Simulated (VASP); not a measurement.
Input of a VASP 6.6.1 run:

File INCAR:

```
SYSTEM = NaBe2Se2
PREC     = Accurate       ! precision mode
ENCUT    = 600            ! plane-wave cutoff, eV
EDIFF    = 1E-7           ! SCF threshold, eV
ISMEAR   = 0              ! smearing method
SIGMA    = 0.1            ! smearing width, eV
LREAL    = .False.        ! projectors in reciprocal space
LASPH    = .True.         ! aspherical terms in the spheres
NELM     = 100            ! most SCF steps
ALGO     = Normal         ! electronic algorithm
ISIF     = 3              ! what is computed and relaxed
LWAVE    = .False.        ! write WAVECAR
LCHARG   = .False.        ! write CHGCAR
GGA      = PE             ! functional
IBRION   = 2              ! ionic algorithm
NSW      = 100            ! ionic steps
EDIFFG   = -0.01          ! ionic threshold
```

KPOINTS

```
regular mesh
0
Gamma
  12 12 6
  0 0 0
```

POSCAR

```
NaBe2Se2
1.0
    3.6728285451      0.0000000000      0.0000000000
   -1.8364142725      3.1807628238      0.0000000000
    0.0000000000      0.0000000000      8.0424778914
Na Be Se
1 2 2
Direct
    0.3333333333      0.6666666667      0.5000000000
    0.6666666667      0.3333333333      0.1463043140
    0.6666666667      0.3333333333      0.8536956860
    0.0000000000      0.0000000000      0.2277184277
    0.0000000000      0.0000000000      0.7722815723
```

Potentials or basis: VASP PAW PBE potentials, release 64 (Na_pv, Be, Se).

Launch:

```console
$ cat potpaw_PBE.64/Na_pv/POTCAR potpaw_PBE.64/Be/POTCAR potpaw_PBE.64/Se/POTCAR > POTCAR
$ mpirun -np 1 vasp_std > vasp.out
```

(1) Estimate the relaxed cell.

(2) What does it give for the relaxed volume?

Answers

(1) a = 3.676 Å, b = 3.676 Å, c = 8.017 Å, α = 90.00°, β = 90.00°, γ = 120.00°.

(2) 18.76 Å³/atom.
